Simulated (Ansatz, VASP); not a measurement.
**B: VASP beside Ansatz**

```
B
1.0
     1.88934    0.00000    0.00000
     0.00000    1.88934    0.00000
     0.00000    0.00000    1.88934
B
1
Direct
  0.00000 0.00000 0.00000
```

Alike in both runs: functional r2SCAN; k mesh 8 × 8 × 8; occupations gaussian, width 0.1 eV; no spin polarisation.

Ansatz relaxed the structure, and its values are those at the end. VASP's run is a single point on that final structure, the one shown.

|  | VASP | Ansatz |
| --- | --- | --- |
| version | VASP 6.6.1 | Ansatz 0.2.0 |
| potentials or method | VASP PAW PBE potentials, release 64 (B), cutoff 550 eV | scalar-relativistic, plane waves, PAW |
| valence electrons in the cell | 3 | 3 |

|  | VASP | Ansatz | Ansatz less VASP |
| --- | --- | --- | --- |
| gap on the k mesh at the Fermi level (eV) | none | none | - |
| pressure (GPa) | -0.1 | -0.1 | 0.00 |

VASP's potentials were made for PBE, not for r2SCAN. A gap of «none» marks a metal or a gap that the smearing closes. The functional is the same, so the differences come from potentials, cutoffs and numerics.

The k mesh is coarse, so the values compare programs but aren't converged.
